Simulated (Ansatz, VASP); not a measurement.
# MgO in VASP and in Ansatz

```xyz
12
Lattice="2.0806 -2.0806 0.0000 2.0806 0.0000 -2.0806 8.7844 8.7844 8.7844" Properties=species:S:1:pos:R:3 pbc="T T T"
Mg    5.2015    1.0403    3.1209
Mg    3.1209    1.0403    1.0403
Mg    7.2822    3.1209    3.1209
Mg   11.4434    5.2015    5.2015
Mg    7.2822    5.2015    5.2015
Mg    3.1209   -1.0403   -1.0403
O     5.2015    1.0403    1.0403
O     1.0403    1.0403    1.0403
O     5.2015    3.1209    3.1209
O     9.3628    5.2015    5.2015
O     9.3628    3.1209    3.1209
O     9.3628    7.2822    7.2822
```

Alike in both runs: task single point; functional LDA; k mesh 9 × 9 × 2; occupations gaussian, width 0.05 eV; no spin polarisation.

|  | VASP | Ansatz |
| --- | --- | --- |
| version | VASP 6.6.1 | Ansatz 0.2.0 |
| potentials or method | VASP PAW LDA potentials, release 64 (Mg_sv, O), cutoff 840 eV | scalar-relativistic, plane waves, PAW |
| valence electrons in the cell | 96 | 96 |

|  | VASP | Ansatz | Ansatz less VASP |
| --- | --- | --- | --- |
| gap on the k mesh at the Fermi level (eV) | 0.56 | 0.55 | -0.007 |
| least direct gap on the mesh (eV) | 0.56 | 0.55 | -0.007 |
| pressure (GPa) | -3.0 | -3.4 | -0.37 |
| traceless stress, the component that is largest in VASP (GPa) | -5.30 | -5.29 | +0.007 |
| rms of the force components (eV/Å) | 0.873 | 0.865 | -0.0078 |

Ansatz warns that its potentials were made for another functional, while VASP's fit it. LDA's correlation is that of Perdew and Zunger in VASP and of Perdew and Wang (1992) in Ansatz. Atom by atom the forces differ by 0.009 eV/Å (rms over components).
